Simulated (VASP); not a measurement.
# AlClF2 (P6/mmm) in VASP: further runs, part 2 of 3

VASP 6.6.1.

### 3 Single point, PBE

This run uses another cell than the first one, of 22.33 Å³/atom.

File INCAR:

```
PREC = Accurate
ENCUT = 520
EDIFF = 1E-7
ISMEAR = 0
SIGMA = 0.1
LREAL = F
LASPH = T
NELM = 100
ALGO = Normal
ISIF = 2
LWAVE = F
LCHARG = F
GGA = PE
NBANDS = 20
```

File KPOINTS:

```
Automatic mesh
0
Gamma
  18 18 6
```

File POSCAR:

```
AlClF2
1.0
    3.0625004110      0.0000000000      0.0000000000
   -1.5312502055      2.6522031550      0.0000000000
    0.0000000000      0.0000000000     10.9949460698
Al Cl F
1 1 2
Direct
    0.0000000000      0.0000000000      0.5000000000
    0.0000000000      0.0000000000      0.0000000000
    0.0000000000      0.0000000000      0.3502264588
    0.0000000000      0.0000000000      0.6497735412
```

Potentials or basis: VASP PAW PBE potentials, release 64 (Al, Cl, F).

Launch:

```console
$ cat potpaw_PBE.64/Al/POTCAR potpaw_PBE.64/Cl/POTCAR potpaw_PBE.64/F/POTCAR > POTCAR
$ mpirun -np 1 vasp_std > vasp.out
```

OUTCAR:

```text
PREC = Accurate
   ENCUT = 520
   EDIFF = 1E-7
   ISMEAR = 0
   LREAL = F
   LASPH = T
   NELM = 100
   ISIF = 2
   GGA = PE

 ion  position               nearest neighbor table
   1  0.000  0.000  0.500-   3 1.65   4 1.65
   2  0.000  0.000  0.000-
   3  0.000  0.000  0.350-   1 1.65
   4  0.000  0.000  0.650-   1 1.65

  LATTYP: Found a hexagonal cell.
 ALAT       =     3.0625004110
 C/A-ratio  =     3.5901859900

  Lattice vectors:

 A1 = (   3.0625004110,   0.0000000000,   0.0000000000)
 A2 = (  -1.5312502055,   2.6522031550,   0.0000000000)
 A3 = (   0.0000000000,   0.0000000000,  10.9949460698)

Analysis of symmetry for initial positions (statically):
=====================================================================
 Subroutine PRICEL returns:
 Original cell was already a primitive cell.

 Routine SETGRP: Setting up the symmetry group for a
 hexagonal supercell.

 Subroutine GETGRP returns: Found 24 space group operations
 (whereof 24 operations were pure point group operations)
 out of a pool of 24 trial point group operations.

The static configuration has the point symmetry D_6h.

Analysis of symmetry for dynamics (positions and initial velocities):
=====================================================================
 Subroutine PRICEL returns:
 Original cell was already a primitive cell.

 Routine SETGRP: Setting up the symmetry group for a
 hexagonal supercell.

 Subroutine GETGRP returns: Found 24 space group operations
 (whereof 24 operations were pure point group operations)
 out of a pool of 24 trial point group operations.

The dynamic configuration has the point symmetry D_6h.

 Subroutine INISYM returns: Found 24 space group operations
 (whereof 24 operations are pure point group operations),
 and found     1 'primitive' translations

----------------------------------------------------------------------------------------

                                     Primitive cell

  volume of cell :      89.3051

  direct lattice vectors                    reciprocal lattice vectors
     3.062500411  0.000000000  0.000000000     0.326530568  0.188522512  0.000000000
    -1.531250205  2.652203155  0.000000000     0.000000000  0.377045023  0.000000000
     0.000000000  0.000000000 10.994946070     0.000000000  0.000000000  0.090950878

  length of vectors
     3.062500411  3.062500411 10.994946070     0.377045023  0.377045023  0.090950878

  position of ions in fractional coordinates (direct lattice)
     0.000000000  0.000000000  0.500000000
     0.000000000  0.000000000  0.000000000
     0.000000000  0.000000000  0.350226459
     0.000000000  0.000000000  0.649773541

  ion indices of the primitive-cell ions
   primitive index   ion index
                 1           1
                 2           2
                 3           3
                 4           4

----------------------------------------------------------------------------------------

 KPOINTS: Automatic mesh

Automatic generation of k-mesh.
 Grid dimensions read from file:
 generate k-points for:   18   18    6

 Generating k-lattice:

  Cartesian coordinates                     Fractional coordinates (reciprocal lattice)
     0.018140587  0.010473473  0.000000000     0.055555556  0.000000000  0.000000000
     0.000000000  0.020946946  0.000000000     0.000000000  0.055555556  0.000000000
     0.000000000  0.000000000  0.015158480     0.000000000  0.000000000  0.166666667

  Length of vectors
     0.020946946  0.020946946  0.015158480

  Shift w.r.t. Gamma in fractional coordinates (k-lattice)
     0.000000000  0.000000000  0.000000000

 Subroutine IBZKPT returns following result:
 ===========================================

 Found    148 irreducible k-points:

 Following reciprocal coordinates:
            Coordinates               Weight
  0.000000  0.000000  0.000000      1.000000
  0.055556 -0.000000  0.000000      6.000000
  0.111111 -0.000000  0.000000      6.000000
  0.166667 -0.000000  0.000000      6.000000
  0.222222  0.000000  0.000000      6.000000
  0.277778 -0.000000  0.000000      6.000000
[... 16 lines left out ...]
  0.333333  0.111111  0.000000     12.000000
  0.388889  0.111111  0.000000     12.000000
 [... further k-points ...]
   k-points           NKPTS =    148   k-points in BZ     NKDIM =    148   number of bands    NBANDS=     20
   number of dos      NEDOS =    301   number of ions     NIONS =      4
   total plane-waves  NPLWV =  48384
   dimension x,y,z NGX =    24 NGY =   24 NGZ =   84
   dimension x,y,z NGXF=    48 NGYF=   48 NGZF=  168
   ions per type =               1   1   2
   NGX,Y,Z   is equivalent  to a cutoff of  13.03, 13.03, 12.70 a.u.
   NGXF,Y,Z  is equivalent  to a cutoff of  26.06, 26.06, 25.40 a.u.
 SYSTEM =  unknown system
   PREC   = accura    normal or accurate (medium, high low for compatibility)
   ISTART =      0    job   : 0-new  1-cont  2-samecut
   ICHARG =      2    charge: 1-file 2-atom 10-const
   ISPIN  =      1    spin polarized calculation?
   LNONCOLLINEAR =      F non collinear calculations
   LSORBIT =      F    spin-orbit coupling
   LASPH  =      T    aspherical Exc in radial PAW
   ENCUT  =  520.0 eV  38.22 Ry    6.18 a.u.   5.69  5.69 20.44*2*pi/ulx,y,z
   NELM   =    100;   NELMIN=  2; NELMDL= -5     # of ELM steps
   EDIFF  = 0.1E-06   stopping-criterion for ELM
   LREAL  =      F    real-space projection
   EDIFFG = 0.1E-05   stopping-criterion for IOM
   NSW    =      0    number of steps for IOM
   IBRION =     -1    ionic relax: 0-MD 1-quasi-New 2-CG
   NFREE  =      0    steps in history (QN), initial steepest desc. (CG)
   ISIF   =      2    stress and relaxation
   ISYM   =      2    0-nonsym 1-usesym 2-fastsym
   POTIM  = 0.5000    time-step for ionic-motion
   TEBEG  =    0.0;   TEEND  =   0.0 temperature during run
   PSTRESS=    0.0 pullay stress
   NELECT =      24.0000    total number of electrons
   NUPDOWN=      -1.0000    fix difference up-down
   EMIN   =  10.00;   EMAX   =-10.00  energy-range for DOS
   EFERMI =   0.00;   METHOD = LEGACY
   ISMEAR =     0;   SIGMA  =   0.10  broadening in eV -4-tet -1-fermi 0-gaus
   EFERMI_NEDOS =   21; number of points for ismear=-14 and -15
   IALGO  =     38    algorithm
   IMIX   =      4    mixing-type and parameters
     AMIX     =   0.40;   BMIX     =  1.00
     AMIX_MAG =   1.60;   BMIX_MAG =  1.00
  volume/ion in A,a.u.               =      22.33       150.67
  Fermi-wavevector in a.u.,A,eV,Ry     =   1.056460  1.996421 15.185580  1.116109
  Thomas-Fermi vector in A             =   2.191697
   LORBIT       =      0    0 simple, 1 ext, 2 COOP (PROOUT), +10 PAW based schemes
   GGA     = PE    functional components
   LHFCALC =     F    Hartree Fock is set to
   AEXX    =    0.0000 exact exchange contribution
   IVDW    =     0    specifies the selected vdW correction
   LEPSILON=     F    determine dielectric tensor
   LRPA    =     F    only Hartree local field effects (RPA)
 non-spin polarized calculation
 Gauss-broadening in eV      SIGMA  =   0.10
  energy-cutoff  :      520.00
  volume of cell :       89.31
 maximum number of plane-waves:      2436
 NGX is ok and might be reduce to    24
   NGX = 11   NGY = 11   NGZ = 41

 number of electron      23.9999993 magnetization

 Free energy of the ion-electron system (eV)
  ---------------------------------------------------
  ext. energy  EPLUGINS =         0.00000000
  ---------------------------------------------------
  free energy    TOTEN  =       -14.57031747 eV

  energy without entropy =      -14.55826104  energy(sigma->0) =      -14.56428925

 E-fermi :  -1.4511     XC(G=0):  -7.4511

 val. band max:       -1.4579122554   @ k =   0.5000   0.0000   0.5000
 cond. band min:      -1.4322867242   @ k =   0.4444   0.0000   0.3333
 fundamental gap:      0.0256255312
 Fermi energy:        -1.4510590077

 k-point     1 :       0.0000    0.0000    0.0000
  band No.  band energies     occupation
      1     -24.4734      2.00000
      2     -24.2840      2.00000
      3     -15.6267      2.00000
      4      -8.3505      2.00000
      5      -6.2705      2.00000
      6      -4.5227      2.00000
[... 12 lines left out ...]
     19      11.1261      0.00000
     20      11.1582      0.00000
[... 507 lines left out ...]
 k-point    24 :       0.3889    0.1111    0.0000
  band No.  band energies     occupation
      1     -24.2481      2.00000
      2     -24.0865      2.00000
      3     -14.3811      2.00000
      4      -6.9011      2.00000
      5      -6.3999      2.00000
      6      -5.9611      2.00000
[... 12 lines left out ...]
     19      10.6137      0.00000
     20      10.7140      0.00000

 [... further k-points ...]
[... 5 lines left out ...]
  --------------------------------------------------------------------------------------
  -------------------------------------------------------------------------------------
  Total       -0.1045679     -0.1045679      0.5489120      0.0000000      0.0000000     -0.0000000
  in kB       -1.8759998     -1.8759998      9.8477563      0.0000000      0.0000000     -0.0000000
  external PRESSURE =       2.0319189 kB  Pullay stress =       0.0000000 kB

 VOLUME and BASIS-vectors are now :
 -----------------------------------------------------------------------------
  energy-cutoff  :      520.00
  volume of cell :       89.31
      direct lattice vectors                 reciprocal lattice vectors
     3.062500411  0.000000000  0.000000000     0.326530568  0.188522512  0.000000000
    -1.531250205  2.652203155  0.000000000     0.000000000  0.377045023  0.000000000
     0.000000000  0.000000000 10.994946070     0.000000000  0.000000000  0.090950878

 POSITION                                       TOTAL-FORCE (eV/Angst)
 -----------------------------------------------------------------------------------
      0.00000      0.00000      5.49747         0.000000      0.000000      0.000000
      0.00000      0.00000      0.00000         0.000000      0.000000      0.000000
      0.00000      0.00000      3.85072        -0.000000      0.000000     -0.193264
      0.00000      0.00000      7.14423         0.000000     -0.000000      0.193264
 -----------------------------------------------------------------------------------
    total drift:                                0.000000      0.000000      0.000000

  FREE ENERGIE OF THE ION-ELECTRON SYSTEM (eV)
  ---------------------------------------------------
  free  energy   TOTEN  =       -14.5703174717 eV

  energy  without entropy=      -14.5582610374  energy(sigma->0) =      -14.56428925
```

OSZICAR:

```text
N       E                     dE             d eps       ncg     rms          rms(c)
DAV:   1     0.131488263902E+03    0.13149E+03   -0.11482E+04  5920   0.102E+03
DAV:   2    -0.804321756813E+01   -0.13953E+03   -0.13589E+03  7592   0.232E+02
DAV:   3    -0.166804148720E+02   -0.86372E+01   -0.85645E+01  7108   0.591E+01
DAV:   4    -0.167580965515E+02   -0.77682E-01   -0.77639E-01  7240   0.649E+00
DAV:   5    -0.167591457265E+02   -0.10492E-02   -0.10491E-02  7448   0.741E-01    0.847E+00
DAV:   6    -0.147235565836E+02    0.20356E+01   -0.61066E+00  6452   0.167E+01    0.401E+00
DAV:   7    -0.146342368784E+02    0.89320E-01   -0.26891E-01  6892   0.312E+00    0.196E+00
DAV:   8    -0.146146665398E+02    0.19570E-01   -0.27275E-01  7936   0.136E+00    0.156E+00
DAV:   9    -0.145715783855E+02    0.43088E-01   -0.15994E-01  7360   0.116E+00    0.382E-01
DAV:  10    -0.145703762412E+02    0.12021E-02   -0.35542E-03  7084   0.430E-01    0.106E-01
DAV:  11    -0.145703247920E+02    0.51449E-04   -0.25963E-04  7140   0.112E-01    0.341E-02
DAV:  12    -0.145703204995E+02    0.42925E-05   -0.36141E-05  7644   0.419E-02    0.182E-02
DAV:  13    -0.145703175867E+02    0.29127E-05   -0.56358E-06  6844   0.167E-02    0.441E-03
DAV:  14    -0.145703174252E+02    0.16155E-06   -0.83713E-07  7544   0.560E-03    0.114E-03
DAV:  15    -0.145703175260E+02   -0.10078E-06   -0.10560E-07  5748   0.253E-03    0.888E-04
DAV:  16    -0.145703174717E+02    0.54268E-07   -0.18081E-08  4420   0.939E-04
   1 F= -.14570317E+02 E0= -.14564289E+02  d E =-.120564E-01
```

It took 5.7 min on 1 thread of Intel Xeon 8259CL, shared host; peak memory 0.37 GiB.

Results:

```yaml
Free_energy: -14.5703 eV
Pressure: 0.2 GPa
Largest_force: 0.193 eV/Å
Band_gap_on_the_k_mesh: zero (bands 12 and 13 overlap by 1.28 eV)
```

Forces on the atoms (eV/Å):
```
Al   0.000  0.000  0.000
Cl   0.000  0.000  0.000
F    0.000  0.000 -0.193
F    0.000  0.000  0.193
```

Levels at points of the mesh, in eV from the Fermi level:
| k point | band 10 | band 11 | band 12 | band 13 | band 14 | band 15 |
| --- | --- | --- | --- | --- | --- | --- |
| (0.00, 0.00, 0.00) | -2.03 | -1.69 | 0.97 | 0.97 | 6.36 | 7.71 |
| (0.50, 0.00, 0.00) | -3.30 | -0.47 | -0.01 | 0.89 | 2.14 | 8.85 |
| (0.00, 0.00, 0.50) | -2.09 | -1.63 | 0.97 | 0.97 | 6.16 | 8.64 |
| (0.50, 0.00, 0.50) | -3.30 | -0.47 | -0.01 | 0.89 | 2.14 | 8.85 |

Caveat: this functional lacks dispersion, which binds layers or chains, so the pressure and a relaxed spacing across them are unreliable.

(Continued in part 3 of 3.)

The gap in the log of VASP goes by the Fermi energy; the results here count the filled bands.